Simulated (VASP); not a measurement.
Runs of VASP 6.6.1 on Ir2Pt. The structure is that of space group P6/mmm (No. 191), or close to it. The cells are those of the table. The cell was built from a structure type or drawn by symmetry, and may not be a known phase.

```csv
task,cell,k mesh,gap on the mesh (eV),pressure (GPa),relaxed volume (Å³/atom)
relaxation of cell and atoms,"relaxed from a = 3.650, b = 3.650, c = 4.038 Å, angles 90.0, 90.0, 120.0°, 3 atoms",6 × 6 × 4,none,0.1,(a)
relaxation of cell and atoms,"relaxed from a = 4.456, b = 4.456, c = 2.657 Å, angles 90.0, 90.0, 120.0°, 3 atoms",6 × 6 × 6,none,0.0,15.37
single point,"a = 4.456, b = 4.456, c = 2.657 Å, angles 90.0, 90.0, 120.0°, 3 atoms",6 × 6 × 4,none,-0.1,-
single point,"a = 4.413, b = 4.413, c = 2.726 Å, angles 90.0, 90.0, 120.0°, 3 atoms",12 × 12 × 16,none,0.0,-
relaxation of cell and atoms,"relaxed from a = 4.394, b = 4.394, c = 2.758 Å, angles 90.0, 90.0, 120.0°, 3 atoms",12 × 12 × 16,none,0.0,15.33
single point,"a = 4.394, b = 4.394, c = 2.758 Å, angles 90.0, 90.0, 120.0°, 3 atoms",6 × 6 × 6,none,-0.1,-
single point,"a = 3.650, b = 3.650, c = 4.038 Å, angles 90.0, 90.0, 120.0°, 3 atoms",6 × 6 × 4,none,79.5,-
```

Alike in all rows: level PBE; potentials or basis VASP PAW PBE potentials, release 64 (Ir, Pt); no spin polarisation; cutoff (eV) 500; smearing gaussian 0.1 eV.

**Question.** Fill in the values left out.

**Answer.** (a) 15.22.

Caveats: some runs use coarse meshes; spin-orbit coupling is left out, which moves the levels of the heavy elements; a cell axis changed by over 15 % at a fixed basis, so the end point is rough (at least some runs).

A k mesh can miss the band edges, and the runs leave out spin-orbit coupling on Ir, Pt.

A gap of «none» marks levels without a gap at the run's occupations.
